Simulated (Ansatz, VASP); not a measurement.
**BaBCl3 in VASP and in Ansatz**

```xyz
5
Lattice="5.1783 0.0000 0.0000 -2.5891 4.4845 0.0000 0.0000 0.0000 6.8395" Properties=species:S:1:pos:R:3 pbc="T T T"
Ba    0.0000    0.0000    3.4198
B     0.0000    0.0000    0.0000
Cl    2.5891    0.0000    3.4198
Cl   -1.2946    2.2423    3.4198
Cl    1.2946    2.2423    3.4198
```

Alike in both runs: task single point; functional PBE; k mesh 6 × 6 × 4; occupations gaussian, width 0.1 eV; no spin polarisation.

|  | VASP | Ansatz |
| --- | --- | --- |
| version | VASP 6.6.1 | Ansatz 0.2.0 |
| potentials or method | VASP PAW PBE potentials, release 64 (Ba_sv, B, Cl), cutoff 520 eV | scalar-relativistic, plane waves, PAW |
| valence electrons in the cell | 34 | 34 |

Ansatz gave:

| Item | Value |
| --- | --- |
| gap on the k mesh at the Fermi level (eV) | none |
| pressure (GPa) | 20.3 |
| traceless stress, the component that is largest in VASP (GPa) | -21.29 |

Q: What did VASP give for the same quantities?

A: gap on the k mesh at the Fermi level (eV): none; pressure (GPa): 22.0; traceless stress, the component that is largest in VASP (GPa): -22.98.

A gap of «none» marks a metal or a gap that the smearing closes. With one functional, cell and mesh, what is left measures potentials, basis and numerics.

Spin-orbit coupling is off throughout.
